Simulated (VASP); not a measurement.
**N: single point with r2SCAN**

The system is N.

```
CELL_PARAMETERS angstrom
2.51947 0.00000 0.00000
-1.25974 2.18193 0.00000
0.00000 0.00000 2.44600
ATOMIC_POSITIONS crystal
N 0.66667 0.33333 0.25000
N 0.33333 0.66667 0.75000
```

| Property | Result |
| --- | --- |
| Program | VASP 6.6.1 |
| Task | single point |
| Functional | r2SCAN |
| Potentials or basis | VASP PAW PBE potentials, release 64 (N) |
| Cutoff | 660 eV |
| k mesh | 6 × 6 × 6 |
| Occupations | fermi-dirac, width 0.05 eV |
| Spin | no spin polarisation |

```yaml
Pressure: 8.7 GPa
Band_gap_on_the_k_mesh: zero (band 5 reaches 7.83 eV, above the bottom of band 6 at 2.93 eV)
```

Stress tensor (GPa, compression positive):
```
11.44  0.00  0.00
 0.00 11.44  0.00
 0.00  0.00  3.33
```

Levels at points of the mesh, in eV from the Fermi level:
| k point | band 1 | band 2 | band 3 | band 4 | band 5 | band 6 | band 7 | band 8 | band 9 | band 10 |
| --- | --- | --- | --- | --- | --- | --- | --- | --- | --- | --- |
| (0.00, 0.00, 0.00) | -23.16 | -6.25 | -4.95 | -2.43 | -2.43 | 3.12 | 3.12 | 6.76 | 15.75 | 19.25 |
| (0.50, 0.00, 0.00) | -18.43 | -15.23 | -5.17 | -2.32 | -1.47 | 1.97 | 3.01 | 5.54 | 14.68 | 25.73 |
| (0.00, 0.00, 0.50) | -18.01 | -18.01 | 0.70 | 0.70 | 0.70 | 0.70 | 2.34 | 2.34 | 23.03 | 23.03 |
| (0.50, 0.00, 0.50) | -14.18 | -14.18 | -8.85 | -8.85 | -0.72 | -0.72 | 4.48 | 4.48 | 20.59 | 20.59 |

It took 30 s on 1 thread of Intel Xeon 8259CL, with other jobs on the host, peak memory 0.13 GiB.

Caveat: the k points lie up to 0.48 Å⁻¹ apart; the PAW data sets were made with another functional, which shifts forces and pressure a little.
